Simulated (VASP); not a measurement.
# GaN in VASP: further runs, part 2 of 2

VASP 6.6.1. The steps go on from the part before.

### Step 5. Single point, LDA (in-plane strain -0.02, then relaxed in part)

INCAR reads:

```
SYSTEM = GaN
ALGO = Normal
EDIFF = 1E-7
ENCUT = 520
ISIF = 2
ISMEAR = 0
LASPH = .TRUE.
LCHARG = .TRUE.
LELF = .TRUE.
LREAL = .FALSE.
LVHAR = .TRUE.
LWAVE = .FALSE.
NBANDS = 16
NELM = 60
PREC = Accurate
SIGMA = 0.01
```

KPOINTS reads:

```
k-points
0
G
  10 10 10
  0 0 0
```

POSCAR reads:

```
GaN
1.0
    2.1831504092      2.1831504092      0.0000000000
   -2.1831504092      2.1831504092      0.0000000000
    0.0000000000      2.1831504092      2.2753185838
Ga N
1 1
Direct
    0.0000000000      0.0000000000      0.0000000000
    0.2500000000      0.7500000000      0.5000000000
```

Potentials or basis: VASP PAW LDA potentials, release 64 (Ga_d, N).

Command:

```sh
$ cat potpaw_LDA.64/Ga_d/POTCAR potpaw_LDA.64/N/POTCAR > POTCAR
$ mpirun -np 1 vasp_std > vasp.out
```

OUTCAR:

```text
SYSTEM = GaN
   EDIFF = 1E-7
   ENCUT = 520
   ISIF = 2
   ISMEAR = 0
   LASPH = .TRUE.
   LREAL = .FALSE.
   NELM = 60
   PREC = Accurate

 ion  position               nearest neighbor table
   1  0.000  0.000  0.000-   2 1.92   2 1.92   2 1.92   2 1.92
   2  0.250  0.750  0.500-   1 1.92   1 1.92   1 1.92   1 1.92

  LATTYP: Found a body centered tetragonal cell.
 ALAT       =     3.0874409174
 C/A-ratio  =     1.4739187856

  Lattice vectors:

 A1 = (   2.1831504092,   0.0000000000,  -2.2753185838)
 A2 = (  -2.1831504092,   0.0000000000,  -2.2753185838)
 A3 = (   0.0000000000,   2.1831504092,   2.2753185838)

Analysis of symmetry for initial positions (statically):
=====================================================================
 Subroutine PRICEL returns:
 Original cell was already a primitive cell.

 Routine SETGRP: Setting up the symmetry group for a
 body centered tetragonal supercell.

 Subroutine GETGRP returns: Found  8 space group operations
 (whereof  8 operations were pure point group operations)
 out of a pool of 16 trial point group operations.

The static configuration has the point symmetry D_2d.

Analysis of symmetry for dynamics (positions and initial velocities):
=====================================================================
 Subroutine PRICEL returns:
 Original cell was already a primitive cell.

 Routine SETGRP: Setting up the symmetry group for a
 body centered tetragonal supercell.

 Subroutine GETGRP returns: Found  8 space group operations
 (whereof  8 operations were pure point group operations)
 out of a pool of 16 trial point group operations.

The dynamic configuration has the point symmetry D_2d.

 Subroutine INISYM returns: Found  8 space group operations
 (whereof  8 operations are pure point group operations),
 and found     1 'primitive' translations

----------------------------------------------------------------------------------------

                                     Primitive cell

  volume of cell :      21.6890

  direct lattice vectors                    reciprocal lattice vectors
     2.183150409  2.183150409  0.000000000     0.229026822  0.229026822 -0.219749447
    -2.183150409  2.183150409  0.000000000    -0.229026822  0.229026822 -0.219749447
     0.000000000  2.183150409  2.275318584     0.000000000  0.000000000  0.439498894

  length of vectors
     3.087440917  3.087440917  3.153287232     0.391403104  0.391403104  0.439498894

  position of ions in fractional coordinates (direct lattice)
     0.000000000  0.000000000  0.000000000
     0.250000000  0.750000000  0.500000000

  ion indices of the primitive-cell ions
   primitive index   ion index
                 1           1
                 2           2

----------------------------------------------------------------------------------------

 KPOINTS: k-points

Automatic generation of k-mesh.
 Grid dimensions read from file:
 generate k-points for:   10   10   10

 Generating k-lattice:

  Cartesian coordinates                     Fractional coordinates (reciprocal lattice)
     0.022902682  0.022902682 -0.021974945     0.100000000  0.000000000 -0.000000000
    -0.022902682  0.022902682 -0.021974945     0.000000000  0.100000000 -0.000000000
     0.000000000  0.000000000  0.043949889     0.000000000  0.000000000  0.100000000

  Length of vectors
     0.039140310  0.039140310  0.043949889

  Shift w.r.t. Gamma in fractional coordinates (k-lattice)
     0.000000000  0.000000000  0.000000000

 Subroutine IBZKPT returns following result:
 ===========================================

 Found    102 irreducible k-points:

 Following reciprocal coordinates:
            Coordinates               Weight
  0.000000  0.000000  0.000000      1.000000
  0.100000  0.000000 -0.000000      8.000000
  0.200000  0.000000 -0.000000      8.000000
  0.300000  0.000000 -0.000000      8.000000
  0.400000  0.000000 -0.000000      8.000000
  0.500000  0.000000 -0.000000      4.000000
[... 16 lines left out ...]
  0.300000  0.300000 -0.000000      8.000000
  0.400000  0.300000  0.000000     16.000000
 [... further k-points ...]
   k-points           NKPTS =    102   k-points in BZ     NKDIM =    102   number of bands    NBANDS=     16
   number of dos      NEDOS =    301   number of ions     NIONS =      2
   total plane-waves  NPLWV =  13824
   dimension x,y,z NGX =    24 NGY =   24 NGZ =   24
   dimension x,y,z NGXF=    48 NGYF=   48 NGZF=   48
   ions per type =               1   1
   NGX,Y,Z   is equivalent  to a cutoff of  12.92, 12.92, 12.65 a.u.
   NGXF,Y,Z  is equivalent  to a cutoff of  25.85, 25.85, 25.31 a.u.
 SYSTEM =  GaN
   PREC   = accura    normal or accurate (medium, high low for compatibility)
   ISTART =      0    job   : 0-new  1-cont  2-samecut
   ICHARG =      2    charge: 1-file 2-atom 10-const
   ISPIN  =      1    spin polarized calculation?
   LNONCOLLINEAR =      F non collinear calculations
   LSORBIT =      F    spin-orbit coupling
   LASPH  =      T    aspherical Exc in radial PAW
   ENCUT  =  520.0 eV  38.22 Ry    6.18 a.u.   5.74  5.74  5.86*2*pi/ulx,y,z
   NELM   =     60;   NELMIN=  2; NELMDL= -5     # of ELM steps
   EDIFF  = 0.1E-06   stopping-criterion for ELM
   LREAL  =      F    real-space projection
   EDIFFG = 0.1E-05   stopping-criterion for IOM
   NSW    =      0    number of steps for IOM
   IBRION =     -1    ionic relax: 0-MD 1-quasi-New 2-CG
   NFREE  =      0    steps in history (QN), initial steepest desc. (CG)
   ISIF   =      2    stress and relaxation
   ISYM   =      2    0-nonsym 1-usesym 2-fastsym
   POTIM  = 0.5000    time-step for ionic-motion
   TEBEG  =    0.0;   TEEND  =   0.0 temperature during run
   PSTRESS=    0.0 pullay stress
   NELECT =      18.0000    total number of electrons
   NUPDOWN=      -1.0000    fix difference up-down
   EMIN   =  10.00;   EMAX   =-10.00  energy-range for DOS
   EFERMI =   0.00;   METHOD = LEGACY
   ISMEAR =     0;   SIGMA  =   0.01  broadening in eV -4-tet -1-fermi 0-gaus
   EFERMI_NEDOS =   21; number of points for ismear=-14 and -15
   IALGO  =     38    algorithm
   IMIX   =      4    mixing-type and parameters
     AMIX     =   0.40;   BMIX     =  1.00
     AMIX_MAG =   1.60;   BMIX_MAG =  1.00
  volume/ion in A,a.u.               =      10.84        73.18
  Fermi-wavevector in a.u.,A,eV,Ry     =   1.538459  2.907265 32.203017  2.366855
  Thomas-Fermi vector in A             =   2.644824
   LORBIT       =      0    0 simple, 1 ext, 2 COOP (PROOUT), +10 PAW based schemes
   GGA     = CA    functional components
   LHFCALC =     F    Hartree Fock is set to
   AEXX    =    0.0000 exact exchange contribution
   IVDW    =     0    specifies the selected vdW correction
   LEPSILON=     F    determine dielectric tensor
   LRPA    =     F    only Hartree local field effects (RPA)
 non-spin polarized calculation
 Gauss-broadening in eV      SIGMA  =   0.01
  energy-cutoff  :      520.00
  volume of cell :       21.69
 maximum number of plane-waves:       604
   NGX = 11   NGY = 11   NGZ = 11

 number of electron      18.0000006 magnetization

 Free energy of the ion-electron system (eV)
  ---------------------------------------------------
  ext. energy  EPLUGINS =         0.00000000
  ---------------------------------------------------
  free energy    TOTEN  =       -13.92482370 eV

  energy without entropy =      -13.92482370  energy(sigma->0) =      -13.92482370

 E-fermi :   5.8183     XC(G=0): -12.4097

 val. band max:        5.7143772972   @ k =   0.0000   0.0000   0.0000
 cond. band min:       7.7351426713   @ k =   0.0000   0.0000   0.0000
 fundamental gap:      2.0207653741
 Fermi energy:         5.8182510316

 k-point     1 :       0.0000    0.0000    0.0000
  band No.  band energies     occupation
      1     -10.6372      2.00000
      2      -8.0090      2.00000
      3      -7.9591      2.00000
      4      -7.9591      2.00000
      5      -7.6056      2.00000
      6      -7.5987      2.00000
[... 8 lines left out ...]
     15      23.8267      0.00000
     16      25.0024      0.00000

 k-point     2 :       0.1000    0.0000   -0.0000
  band No.  band energies     occupation
      1     -10.5129      2.00000
      2      -7.9866      2.00000
      3      -7.9434      2.00000
      4      -7.9297      2.00000
      5      -7.6057      2.00000
      6      -7.6016      2.00000
[... 8 lines left out ...]
     15      23.7710      0.00000
     16      23.9137      0.00000
[... 387 lines left out ...]
      5      -7.5919      2.00000
      6      -5.9429      2.00000
[... 8 lines left out ...]
     15      23.6755      0.00000
     16      28.7794      0.00000

 k-point    24 :       0.4000    0.3000    0.0000
  band No.  band energies     occupation
      1      -9.4295      2.00000
      2      -7.8518      2.00000
      3      -7.7194      2.00000
      4      -7.6721      2.00000
      5      -7.5592      2.00000
      6      -5.6259      2.00000
[... 8 lines left out ...]
     15      25.6906      0.00000
     16      28.9277      0.00000

 [... further k-points ...]
[... 5 lines left out ...]
  --------------------------------------------------------------------------------------
  -------------------------------------------------------------------------------------
  Total        0.9543381      0.9543381      0.1698554      0.0000000     -0.0000000      0.0000000
  in kB       70.4974344     70.4974344     12.5473013      0.0000000     -0.0000000      0.0000000
  external PRESSURE =      51.1807234 kB  Pullay stress =       0.0000000 kB

 VOLUME and BASIS-vectors are now :
 -----------------------------------------------------------------------------
  energy-cutoff  :      520.00
  volume of cell :       21.69
      direct lattice vectors                 reciprocal lattice vectors
     2.183150409  2.183150409  0.000000000     0.229026822  0.229026822 -0.219749447
    -2.183150409  2.183150409  0.000000000    -0.229026822  0.229026822 -0.219749447
     0.000000000  2.183150409  2.275318584     0.000000000  0.000000000  0.439498894

 POSITION                                       TOTAL-FORCE (eV/Angst)
 -----------------------------------------------------------------------------------
      0.00000      0.00000      0.00000         0.000000     -0.000000      0.000000
     -1.09158      3.27473      1.13766         0.000000      0.000000      0.000000
 -----------------------------------------------------------------------------------
    total drift:                                0.000001     -0.000000      0.000000

  FREE ENERGIE OF THE ION-ELECTRON SYSTEM (eV)
  ---------------------------------------------------
  free  energy   TOTEN  =       -13.9248237047 eV

  energy  without entropy=      -13.9248237047  energy(sigma->0) =      -13.92482370
```

It took 30 s on 1 thread of Intel Xeon 8259CL, shared host; peak memory 0.15 GiB.

Results:

| Quantity | Value |
| --- | --- |
| Free energy | -13.9248 eV |
| Pressure | 5.1 GPa |
| Band gap on the k mesh | 2.02 eV, direct |

Caveat: the cell differs from its parent crystal (in-plane strain -0.02, then relaxed in part).

### Step 6. Single point, LDA (film at in-plane strain -0.02)

INCAR reads:

```
PREC     = Accurate       # precision mode
ENCUT    = 520            # plane-wave cutoff, eV
EDIFF    = 1E-6           # SCF threshold, eV
ISMEAR   = 0              # smearing method
SIGMA    = 0.01           # smearing width, eV
LREAL    = F              # projectors in reciprocal space
LASPH    = T              # aspherical terms in the spheres
NELM     = 80             # most SCF steps
ALGO     = Normal         # electronic algorithm
ISIF     = 2              # what is computed and relaxed
LWAVE    = F              # write WAVECAR
LCHARG   = F              # write CHGCAR
GGA      = CA             # functional
NBANDS   = 16             # bands
```

KPOINTS reads:

```
regular mesh
0
Gamma
  10 10 10
```

POSCAR is that of step 5.

Potentials or basis: VASP PAW LDA potentials, release 64 (Ga_d, N).

Command:

```sh
$ cat potpaw_LDA.64/Ga_d/POTCAR potpaw_LDA.64/N/POTCAR > POTCAR
$ mpirun -np 1 vasp_std > vasp.out
```

Run time: 34 s. Hardware: 1 thread of Intel Xeon 8259CL, shared host; peak memory 0.15 GiB.

Results (log left out):

```yaml
Free_energy: -13.9248 eV
Pressure: 5.1 GPa
Band_gap_on_the_k_mesh: 2.02 eV, direct
```

Stress tensor (GPa, compression positive):
```
7.06 0.00 0.00
0.00 7.06 0.00
0.00 0.00 1.26
```

Levels at points of the mesh, in eV from the valence-band top:
| k point | band 5 | band 6 | band 7 | band 8 | band 9 | band 10 | band 11 | band 12 | band 13 | band 14 |
| --- | --- | --- | --- | --- | --- | --- | --- | --- | --- | --- |
| (0.00, 0.00, 0.00) | -13.32 | -13.31 | -0.22 | 0.00 | 0.00 | 2.02 | 10.35 | 10.35 | 10.46 | 17.97 |
| (0.50, 0.00, 0.00) | -13.25 | -11.94 | -7.55 | -1.29 | -0.95 | 4.79 | 8.80 | 10.16 | 10.74 | 15.74 |
| (0.50, 0.50, 0.00) | -13.22 | -11.39 | -6.34 | -3.11 | -3.09 | 3.10 | 6.50 | 12.02 | 13.66 | 14.68 |
| (0.00, 0.00, 0.50) | -13.24 | -11.63 | -6.82 | -2.77 | -2.77 | 3.40 | 7.18 | 11.41 | 14.40 | 14.40 |

Caveat: the cell differs from its parent crystal (film at in-plane strain -0.02).

### Step 7. The runs side by side

```tsv
cell	gap on the mesh (eV)	pressure (GPa)
a = 3.150 Å, angles 60.0, 60.0, 90.0°, 2 atoms	1.97	1.1
a = 3.087, b = 3.087, c = 3.138 Å, angles 60.5, 60.5, 90.0°, 2 atoms	2.10	7.3
a = 3.087, b = 3.087, c = 3.153 Å, angles 60.7, 60.7, 90.0°, 2 atoms	2.02	5.1
```

Alike in all rows: task single point; level LDA; potentials or basis VASP PAW LDA potentials, release 64 (Ga_d, N); no spin polarisation; k mesh 10 × 10 × 10; cutoff (eV) 520; smearing gaussian 0.01 eV.

Absolute energies hang on the potentials; compare differences alone.
